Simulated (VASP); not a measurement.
# SiO2 (P4_2/mnm) in VASP: notebook

The runs below take SiO2 through single point, relaxation of shape and atoms at fixed volume, with PBE.

Everything below comes from runs of VASP 6.6.1. Logs are shortened: lines on timing, memory, paths and dates and some standing lists are left out, and cuts for length are marked.

**1. The cell of the first run**

Symmetry: P4_2/mnm, No. 136, tetragonal system. The conventional cell has a = 4.429 Å, b = 4.429 Å, c = 2.707 Å, α = 90.00°, β = 90.00°, γ = 90.00°. Within 2.4 Å of Si (site symmetry mmm) lie 6 O at 1.79 to 1.96 Å. Within 2.4 Å of O (site symmetry m2m) lie 3 Si at 1.79 to 1.96 Å and 1 O at 2.34 Å.

**2. Single point, PBE (8.85 Å³/atom)**

Input file INCAR:

```
PREC = Accurate ; ENCUT = 520
EDIFF = 1E-7 ; ISMEAR = 0
SIGMA = 0.02 ; LREAL = False
LASPH = True ; NELM = 100
ALGO = Normal ; ISIF = 2
LWAVE = False ; LCHARG = False
GGA = PE ; NBANDS = 25
```

Input file KPOINTS:

```
regular mesh
0
Gamma
  6 6 8
```

Input file POSCAR:

```
SiO2
1.0
    4.4288168002      0.0000000000      0.0000000000
    0.0000000000      4.4288168002      0.0000000000
    0.0000000000      0.0000000000      2.7074850706
Si O
2 4
Direct
    0.0000000000      0.0000000000      0.0000000000
    0.5000000000      0.5000000000      0.5000000000
    0.3135796420      0.3135796420      0.0000000000
    0.1864203580      0.8135796420      0.5000000000
    0.6864203580      0.6864203580      0.0000000000
    0.8135796420      0.1864203580      0.5000000000
```

Potentials or basis: VASP PAW PBE potentials, release 64 (Si, O).

Command:

```bash
$ cat potpaw_PBE.64/Si/POTCAR potpaw_PBE.64/O/POTCAR > POTCAR
$ mpirun -np 1 vasp_std > vasp.out
```

OUTCAR:

```text
PREC = Accurate
   ENCUT = 520
   EDIFF = 1E-7
   ISMEAR = 0
   LREAL = False
   LASPH = True
   NELM = 100
   ISIF = 2
   GGA = PE

 ion  position               nearest neighbor table
   1  0.000  0.000  0.000-   4 1.79   6 1.79   4 1.79   6 1.79   5 1.96   3 1.96
   2  0.500  0.500  0.500-   3 1.79   5 1.79   3 1.79   5 1.79   4 1.96   6 1.96
   3  0.314  0.314  0.000-   2 1.79   2 1.79   1 1.96
   4  0.186  0.814  0.500-   1 1.79   1 1.79   2 1.96
   5  0.686  0.686  0.000-   2 1.79   2 1.79   1 1.96
   6  0.814  0.186  0.500-   1 1.79   1 1.79   2 1.96

  LATTYP: Found a simple tetragonal cell.
 ALAT       =     4.4288168002
 C/A-ratio  =     0.6113337247

  Lattice vectors:

 A1 = (   4.4288168002,   0.0000000000,   0.0000000000)
 A2 = (   0.0000000000,   4.4288168002,   0.0000000000)
 A3 = (   0.0000000000,   0.0000000000,   2.7074850706)

Analysis of symmetry for initial positions (statically):
=====================================================================
 Subroutine PRICEL returns:
 Original cell was already a primitive cell.

 Routine SETGRP: Setting up the symmetry group for a
 simple tetragonal supercell.

 Subroutine GETGRP returns: Found 16 space group operations
 (whereof  8 operations were pure point group operations)
 out of a pool of 16 trial point group operations.

The static configuration has the point symmetry D_2h.
 The point group associated with its full space group is D_4h.

Analysis of symmetry for dynamics (positions and initial velocities):
=====================================================================
 Subroutine PRICEL returns:
 Original cell was already a primitive cell.

 Routine SETGRP: Setting up the symmetry group for a
 simple tetragonal supercell.

 Subroutine GETGRP returns: Found 16 space group operations
 (whereof  8 operations were pure point group operations)
 out of a pool of 16 trial point group operations.

The dynamic configuration has the point symmetry D_2h.
 The point group associated with its full space group is D_4h.

 Subroutine INISYM returns: Found 16 space group operations
 (whereof  8 operations are pure point group operations),
 and found     1 'primitive' translations

----------------------------------------------------------------------------------------

                                     Primitive cell

  volume of cell :      53.1057

[... 99 lines left out ...]
   NSW    =      0    number of steps for IOM
   IBRION =     -1    ionic relax: 0-MD 1-quasi-New 2-CG
   NFREE  =      0    steps in history (QN), initial steepest desc. (CG)
   ISIF   =      2    stress and relaxation
   ISYM   =      2    0-nonsym 1-usesym 2-fastsym
   POTIM  = 0.5000    time-step for ionic-motion
   TEBEG  =    0.0;   TEEND  =   0.0 temperature during run
   PSTRESS=    0.0 pullay stress
   NELECT =      32.0000    total number of electrons
   NUPDOWN=      -1.0000    fix difference up-down
   EMIN   =  10.00;   EMAX   =-10.00  energy-range for DOS
   EFERMI =   0.00;   METHOD = LEGACY
   ISMEAR =     0;   SIGMA  =   0.02  broadening in eV -4-tet -1-fermi 0-gaus
   EFERMI_NEDOS =   21; number of points for ismear=-14 and -15
   IALGO  =     38    algorithm
   IMIX   =      4    mixing-type and parameters
     AMIX     =   0.40;   BMIX     =  1.00
     AMIX_MAG =   1.60;   BMIX_MAG =  1.00
  volume/ion in A,a.u.               =       8.85        59.73
  Fermi-wavevector in a.u.,A,eV,Ry     =   1.382752  2.613023 26.014385  1.912003
  Thomas-Fermi vector in A             =   2.507414
   LORBIT       =      0    0 simple, 1 ext, 2 COOP (PROOUT), +10 PAW based schemes
   GGA     = PE    functional components
   LHFCALC =     F    Hartree Fock is set to
   AEXX    =    0.0000 exact exchange contribution
   IVDW    =     0    specifies the selected vdW correction
   LEPSILON=     F    determine dielectric tensor
   LRPA    =     F    only Hartree local field effects (RPA)
 non-spin polarized calculation
 Gauss-broadening in eV      SIGMA  =   0.02
  energy-cutoff  :      520.00
  volume of cell :       53.11
 maximum number of plane-waves:      1454
 NGX is ok and might be reduce to    36
   NGX = 17   NGY = 17   NGZ = 11

 number of electron      32.0000007 magnetization

 Free energy of the ion-electron system (eV)
  ---------------------------------------------------
  ext. energy  EPLUGINS =         0.00000000
  ---------------------------------------------------
  free energy    TOTEN  =       -46.01738206 eV

  energy without entropy =      -46.01738206  energy(sigma->0) =      -46.01738206

 E-fermi :   6.4591     XC(G=0): -11.5565

 val. band max:        6.3195133664   @ k =   0.0000   0.0000   0.0000
 cond. band min:      10.2576219043   @ k =   0.0000   0.0000   0.0000
 fundamental gap:      3.9381085379
 Fermi energy:         6.4590655776

 k-point     1 :       0.0000    0.0000    0.0000
  band No.  band energies     occupation
      1     -14.9727      2.00000
      2     -12.1896      2.00000
      3     -11.9036      2.00000
      4     -11.9036      2.00000
      5      -3.2527      2.00000
      6       0.6870      2.00000
[... 661 lines left out ...]
     24      18.8437      0.00000
     25      19.5231      0.00000

 [... further k-points ...]

------------------------ aborting loop because EDIFF is reached ----------------------------------------

  FORCE on cell =-STRESS in cart. coord.  units (eV):
  Direction    XX          YY          ZZ          XY          YZ          ZX
  --------------------------------------------------------------------------------------
  -------------------------------------------------------------------------------------
  Total       -5.8225803     -5.8225803     -5.5786182      0.0000000      0.0000000      0.0000000
  in kB     -175.6647273   -175.6647273   -168.3044974      0.0000000      0.0000000      0.0000000
  external PRESSURE =    -173.2113173 kB  Pullay stress =       0.0000000 kB

 VOLUME and BASIS-vectors are now :
 -----------------------------------------------------------------------------
  energy-cutoff  :      520.00
  volume of cell :       53.11
      direct lattice vectors                 reciprocal lattice vectors
     4.428816800  0.000000000  0.000000000     0.225793941  0.000000000  0.000000000
     0.000000000  4.428816800  0.000000000     0.000000000  0.225793941  0.000000000
     0.000000000  0.000000000  2.707485071     0.000000000  0.000000000  0.369346450

 POSITION                                       TOTAL-FORCE (eV/Angst)
 -----------------------------------------------------------------------------------
      0.00000      0.00000      0.00000        -0.000000      0.000000      0.000000
      2.21441      2.21441      1.35374        -0.000000      0.000000      0.000000
      1.38879      1.38879      0.00000        -0.019166     -0.019166     -0.000000
      0.82562      3.60320      1.35374         0.019166     -0.019166     -0.000000
      3.04003      3.04003      0.00000         0.019166      0.019166      0.000000
      3.60320      0.82562      1.35374        -0.019166      0.019166      0.000000
 -----------------------------------------------------------------------------------
    total drift:                               -0.000000      0.000000     -0.000000

  FREE ENERGIE OF THE ION-ELECTRON SYSTEM (eV)
  ---------------------------------------------------
  free  energy   TOTEN  =       -46.0173820552 eV

  energy  without entropy=      -46.0173820552  energy(sigma->0) =      -46.01738206
```

OSZICAR:

```text
N       E                     dE             d eps       ncg     rms          rms(c)
DAV:   1     0.137136826409E+03    0.13714E+03   -0.17403E+04  2516   0.122E+03
DAV:   2    -0.430910896384E+02   -0.18023E+03   -0.17189E+03  3172   0.272E+02
DAV:   3    -0.504811986364E+02   -0.73901E+01   -0.73540E+01  3309   0.529E+01
DAV:   4    -0.505345235549E+02   -0.53325E-01   -0.53308E-01  2944   0.521E+00
DAV:   5    -0.505349966971E+02   -0.47314E-03   -0.47305E-03  3341   0.470E-01    0.159E+01
DAV:   6    -0.459594205630E+02    0.45756E+01   -0.13465E+01  3039   0.242E+01    0.701E+00
DAV:   7    -0.460028529016E+02   -0.43432E-01   -0.62414E-01  3080   0.459E+00    0.277E+00
DAV:   8    -0.460108393355E+02   -0.79864E-02   -0.26831E-02  3220   0.141E+00    0.107E+00
DAV:   9    -0.460171449190E+02   -0.63056E-02   -0.10415E-02  3201   0.861E-01    0.255E-01
DAV:  10    -0.460174280788E+02   -0.28316E-03   -0.10923E-03  3194   0.225E-01    0.610E-02
DAV:  11    -0.460173794879E+02    0.48591E-04   -0.18977E-04  3229   0.978E-02    0.161E-02
DAV:  12    -0.460173819516E+02   -0.24637E-05   -0.10016E-05  3042   0.210E-02    0.585E-03
DAV:  13    -0.460173820741E+02   -0.12249E-06   -0.20095E-06  3244   0.965E-03    0.326E-03
DAV:  14    -0.460173820552E+02    0.18878E-07   -0.81045E-08  2338   0.206E-03
   1 F= -.46017382E+02 E0= -.46017382E+02  d E =-.280896E-25
```

stdout:

```text
POSCAR found type information on POSCAR SiO
 POSCAR found :  2 types and       6 ions
 scaLAPACK will be used
 LDA part: xc-table for (Slater+PW92), standard interpolation
 POSCAR, INCAR and KPOINTS ok, starting setup
 FFT: planning ... GRIDC
 FFT: planning ... GRID_SOFT
 FFT: planning ... GRID
 WAVECAR not read
 entering main loop
```

Run time: 2.2 min. Hardware: 1 thread of Intel Xeon 8259CL, shared host; peak memory 0.19 GiB.

What came out:

| Property | Result |
| --- | --- |
| Free energy | -46.0174 eV |
| Pressure | -17.3 GPa |
| Largest force | 0.027 eV/Å |
| Band gap on the k mesh | 3.94 eV |

Forces on the atoms (eV/Å):
```
Si   0.000  0.000  0.000
Si   0.000  0.000  0.000
O   -0.019 -0.019  0.000
O    0.019 -0.019  0.000
O    0.019  0.019  0.000
O   -0.019  0.019  0.000
```

Caveat: the cell stands under tension. A k mesh can miss the band edges.

**3. Relaxation of shape and atoms at fixed volume, PBE (7.08 Å³/atom)**

This run uses another cell than the first one, of 7.08 Å³/atom.

Input file INCAR:

```
PREC = Accurate ; ENCUT = 600
EDIFF = 1E-6 ; ISMEAR = 0
SIGMA = 0.02 ; LREAL = F
LASPH = T ; NELM = 80
ALGO = Normal ; ISIF = 4
LWAVE = F ; LCHARG = F
GGA = PE ; IBRION = 2
NSW = 50 ; EDIFFG = -0.01
```

Input file KPOINTS:

```
Automatic mesh
0
Gamma
  6 6 8
```

Input file POSCAR:

```
SiO2
1.0
    4.0364083476      0.0000000000      0.0000000000
    0.0000000000      4.0364083476      0.0000000000
    0.0000000000      0.0000000000      2.6076019551
Si O
2 4
Direct
    0.0000000000      0.0000000000      0.0000000000
    0.5000000000      0.5000000000      0.5000000000
    0.3035595746      0.3035595746      0.0000000000
    0.1964404254      0.8035595746      0.5000000000
    0.6964404254      0.6964404254      0.0000000000
    0.8035595746      0.1964404254      0.5000000000
```

Potentials or basis: VASP PAW PBE potentials, release 64 (Si, O).

Command:

```bash
$ cat potpaw_PBE.64/Si/POTCAR potpaw_PBE.64/O/POTCAR > POTCAR
$ mpirun -np 1 vasp_std > vasp.out
```

OUTCAR:

```text
PREC = Accurate
   ENCUT = 600
   EDIFF = 1E-6
   ISMEAR = 0
   LREAL = F
   LASPH = T
   NELM = 80
   ISIF = 4
   GGA = PE
   IBRION = 2
   NSW = 50
   EDIFFG = -0.01

 ion  position               nearest neighbor table
   1  0.000  0.000  0.000-   4 1.72   6 1.72   4 1.72   6 1.72   5 1.73   3 1.73   2 3.14   2 3.14
                             2 3.14   2 3.14   2 3.14   2 3.14   2 3.14   2 3.14
   2  0.500  0.500  0.500-   3 1.72   5 1.72   3 1.72   5 1.72   4 1.73   6 1.73   1 3.14   1 3.14
                             1 3.14   1 3.14   1 3.14   1 3.14   1 3.14   1 3.14
   3  0.304  0.304  0.000-   2 1.72   2 1.72   1 1.73
   4  0.196  0.804  0.500-   1 1.72   1 1.72   2 1.73
   5  0.696  0.696  0.000-   2 1.72   2 1.72   1 1.73
   6  0.804  0.196  0.500-   1 1.72   1 1.72   2 1.73

  LATTYP: Found a simple tetragonal cell.
 ALAT       =     4.0364083476
 C/A-ratio  =     0.6460203554

  Lattice vectors:

 A1 = (   4.0364083476,   0.0000000000,   0.0000000000)
 A2 = (   0.0000000000,   4.0364083476,   0.0000000000)
 A3 = (   0.0000000000,   0.0000000000,   2.6076019551)

Analysis of symmetry for initial positions (statically):
=====================================================================
[... 190 lines left out ...]
  -------------------------------------------------------------------------------------
  Total       12.0926270     12.0926270     12.8240460      0.0000000      0.0000000      0.0000000
  in kB      456.0366536    456.0366536    483.6198966      0.0000000      0.0000000      0.0000000
  external PRESSURE =     465.2310679 kB  Pullay stress =       0.0000000 kB
[... 107 lines left out ...]
--------------------------------------- Ionic step        4  -------------------------------------------

 number of electron      32.0000004 magnetization

 Free energy of the ion-electron system (eV)
  ---------------------------------------------------
  ext. energy  EPLUGINS =         0.00000000
  ---------------------------------------------------
  free energy    TOTEN  =       -45.58156805 eV

  energy without entropy =      -45.58156805  energy(sigma->0) =      -45.58156805

 E-fermi :   9.7705     XC(G=0): -12.7689

 val. band max:        9.6216917394   @ k =   0.0000   0.0000   0.0000
 cond. band min:      16.4418643389   @ k =   0.0000   0.0000   0.0000
 fundamental gap:      6.8201725995
 Fermi energy:         9.7705051996

 k-point     1 :       0.0000    0.0000    0.0000
  band No.  band energies     occupation
      1     -13.9580      2.00000
      2      -9.8605      2.00000
      3      -9.8605      2.00000
      4      -9.3456      2.00000
      5      -2.0608      2.00000
      6       2.4755      2.00000
[... 541 lines left out ...]
     19      21.0041      0.00000
     20      21.0041      0.00000

 [... further k-points ...]

------------------------ aborting loop because EDIFF is reached ----------------------------------------

  FORCE on cell =-STRESS in cart. coord.  units (eV):
  Direction    XX          YY          ZZ          XY          YZ          ZX
  --------------------------------------------------------------------------------------
  -------------------------------------------------------------------------------------
  Total       12.1933416     12.1933416     12.1259814     -0.0000000      0.0000000      0.0000000
  in kB      459.8347973    459.8347973    457.2945128     -0.0000000      0.0000000      0.0000000
  external PRESSURE =     458.9880358 kB  Pullay stress =       0.0000000 kB
[... 21 lines left out ...]
  FREE ENERGIE OF THE ION-ELECTRON SYSTEM (eV)
  ---------------------------------------------------
  free  energy   TOTEN  =       -45.5815680469 eV

  energy  without entropy=      -45.5815680469  energy(sigma->0) =      -45.58156805

 reached required accuracy - stopping structural energy minimisation
```

It took 3.3 min on 1 thread of Intel Xeon 8259CL, shared host; peak memory 0.18 GiB.

What came out:

| Property | Result |
| --- | --- |
| Free energy | -45.5816 eV |
| Energy gained by relaxing | 0.5 meV/atom |
| Ionic steps | 4 |
| Pressure after relaxing | 45.9 GPa |
| Largest force after relaxing | 0.007 eV/Å |
| Band gap on the k mesh | 6.82 eV |

Forces in eV/Å, atoms in the order of the input:
```
Si   0.000  0.000  0.000
Si   0.000  0.000  0.000
O   -0.005 -0.005  0.000
O    0.005 -0.005  0.000
O    0.005  0.005  0.000
O   -0.005  0.005  0.000
```

The path:
```tsv
step	energy change (eV)	largest force (eV/Å)	pressure (GPa)	volume (Å³)
1	0.0000	0.2090	46.52	42.48
2	-0.0008	0.2249	45.47	42.48
3	-0.0030	0.0238	45.92	42.48
4	-0.0032	0.0068	45.90	42.48
```

Final structure:
```cif
data_structure
_symmetry_space_group_name_H-M 'P 1'
_symmetry_Int_Tables_number 1
_cell_length_a 4.0294
_cell_length_b 4.0294
_cell_length_c 2.6167
_cell_angle_alpha 90.000
_cell_angle_beta 90.000
_cell_angle_gamma 90.000
_cell_volume 42.48
loop_
_atom_site_label
_atom_site_type_symbol
_atom_site_fract_x
_atom_site_fract_y
_atom_site_fract_z
_atom_site_occupancy
Si1 Si 0.00000 0.00000 0.00000 1
Si2 Si 0.50000 0.50000 0.50000 1
O1 O 0.30273 0.30273 0.00000 1
O2 O 0.19727 0.80273 0.50000 1
O3 O 0.69727 0.69727 0.00000 1
O4 O 0.80273 0.19727 0.50000 1
```

A k mesh can miss the band edges.

[end of part 1 of 2]
